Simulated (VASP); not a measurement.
Input of a VASP 6.6.1 run:

Contents of INCAR:

```
PREC = Accurate ; ENCUT = 600
EDIFF = 1E-7 ; ISMEAR = 0
SIGMA = 0.1 ; LREAL = F
LASPH = T ; NELM = 100
ALGO = Normal ; ISIF = 3
LWAVE = F ; LCHARG = F
GGA = PE ; IBRION = 2
NSW = 100 ; EDIFFG = -0.01
```

The input KPOINTS:

```
regular mesh
0
Gamma
  14 14 6
```

Contents of POSCAR:

```
MgSI
1.0
    3.4623249529      0.0000000000      0.0000000000
    0.0000000000      3.4623249529      0.0000000000
    0.0000000000      0.0000000000      8.8973877341
Mg S I
1 1 1
Direct
    0.5000000000      0.5000000000      0.0000000000
    0.0000000000      0.0000000000      0.0000000000
    0.0000000000      0.0000000000      0.5000000000
```

Potentials or basis: VASP PAW PBE potentials, release 64 (Mg, S, I).

Command:

```console
$ cat potpaw_PBE.64/Mg/POTCAR potpaw_PBE.64/S/POTCAR potpaw_PBE.64/I/POTCAR > POTCAR
$ mpirun -np 1 vasp_std > vasp.out
```

Task: Estimate the relaxed cell.

Result: a = 3.447 Å, b = 3.447 Å, c = 9.800 Å, α = 90.00°, β = 90.00°, γ = 90.00°.

Task: Estimate the relaxed volume.

Result: 38.81 Å³/atom.

The path:
```
step  energy change (eV)  largest force (eV/Å)  pressure (GPa)  volume (Å³)
   1              0.0000                0.0000           -0.18       106.66
   2             -0.0017                0.0000            0.22       106.03
   3             -0.0017                0.0000            0.19       106.07
   4             -0.0026                0.0000            0.19       106.54
   5             -0.0051                0.0000            0.15       107.95
   6             -0.0086                0.0000            0.10       110.78
   7             -0.0117                0.0000            0.03       116.44
```

Caveat: this functional lacks dispersion, which binds the layers, so the pressure and a relaxed spacing across them are unreliable; an odd number of electrons without spin polarisation forces a metal; a magnetic or distorted state may lie lower.
